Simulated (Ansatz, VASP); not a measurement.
# One calculation of MgS, two programs

```
S Mg
1.0
     0.00000    2.60165    2.60165
     2.60165    0.00000    2.60165
     2.60165    2.60165    0.00000
S Mg
1 1
Direct
  0.50000 0.50000 0.50000
  0.00000 0.00000 0.00000
```

Alike in both runs: functional r2SCAN0; dispersion D3(BJ); k mesh 5 × 5 × 5; no spin polarisation.

```csv
,VASP,Ansatz
version,VASP 6.6.1,Ansatz 0.2.0
potentials or method,"VASP PAW PBE potentials, release 64 (S, Mg)",Ansatz PAW
plane-wave cutoff (eV),520,500
occupations,"gaussian, width 0.01 eV",fixed
valence electrons in the cell,8,16
task,single point,atomic charges
```

|  | VASP | Ansatz | Ansatz less VASP |
| --- | --- | --- | --- |
| gap on the k mesh at the Fermi level (eV) | 5.36 | 5.40 | +0.040 |
| least direct gap on the mesh (eV) | 6.08 | 6.10 | +0.015 |
| pressure (GPa) | -3.2 | -2.7 | +0.50 |

VASP's potentials were made for PBE, not for r2SCAN0. VASP's potentials hold 8 valence electrons a cell and Ansatz's 16, so a difference there can come from the potentials and not from the codes.

Noted on Ansatz's run: odd divisions of the mesh miss points on the zone boundary, where band edges often lie, so the gap on the mesh can be too wide.
